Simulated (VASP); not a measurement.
Here is a VASP 6.6.1 calculation.

The input INCAR:

```
PREC = Accurate
ENCUT = 520
EDIFF = 1E-6
ISMEAR = 0
SIGMA = 0.1
LREAL = F
LASPH = T
NELM = 80
ALGO = Fast
ISIF = 2
LWAVE = F
LCHARG = F
GGA = PE
NBANDS = 22
```

Contents of KPOINTS:

```
Automatic mesh
0
Gamma
  9 9 12
```

File POSCAR:

```
Sr
1.0
    8.0283835025      0.0000000000      0.0000000000
   -4.0141917512      6.9527840645      0.0000000000
    0.0000000000      0.0000000000      3.9098451524
Sr
3
Direct
    0.0000000000      0.5000000000      0.5000000000
    0.5000000000      0.0000000000      0.5000000000
    0.5000000000      0.5000000000      0.5000000000
```

Potentials or basis: VASP PAW PBE potentials, release 64 (Sr_sv).

The run is started by

```console
$ cat potpaw_PBE.64/Sr_sv/POTCAR > POTCAR
$ mpirun -np 1 vasp_std > vasp.out
```

**Question.** Estimate the pressure.

**Answer.** 0.0 GPa.

**Question.** Predict the band gap on the k mesh.

**Answer.** Zero (bands 15 and 16 overlap by 0.59 eV).
